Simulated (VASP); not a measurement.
A run of VASP 6.6.1:

The input INCAR:

```
  PREC = Accurate
  ENCUT = 520
  EDIFF = 1E-6
  ISMEAR = 0
  SIGMA = 0.1
  LREAL = False
  LASPH = True
  NELM = 100
  ALGO = Normal
  ISIF = 2
  LWAVE = False
  LCHARG = False
  GGA = PE
  NBANDS = 38
```

The input KPOINTS:

```
regular mesh
0
Gamma
  12 12 6
```

File POSCAR:

```
In2GeO3
1.0
    3.2150024756      0.0000000000      0.0000000000
    0.0000000000      3.2150024756      0.0000000000
    0.0000000000      0.0000000000      8.0414219285
In Ge O
2 1 3
Direct
    0.0000000000      0.5000000000      0.6745696739
    0.5000000000      0.0000000000      0.3254303261
    0.0000000000      0.0000000000      0.0000000000
    0.0000000000      0.5000000000      0.3910871895
    0.5000000000      0.0000000000      0.6089128105
    0.5000000000      0.5000000000      0.0000000000
```

Potentials or basis: VASP PAW PBE potentials, release 64 (In_d, Ge_d, O).

Command:

```console
$ cat potpaw_PBE.64/In_d/POTCAR potpaw_PBE.64/Ge_d/POTCAR potpaw_PBE.64/O/POTCAR > POTCAR
$ mpirun -np 1 vasp_std > vasp.out
```

Hardware: 1 thread of Intel(R) Xeon(R) 6975P-C (Granite Rapids) (shared host).

How long does it take, and how much memory?

Wall time 100 s on 1 thread of Intel(R) Xeon(R) 6975P-C (Granite Rapids), on a shared host, peak memory 0.41 GiB. Counts: scf iterations 14, k points 112.
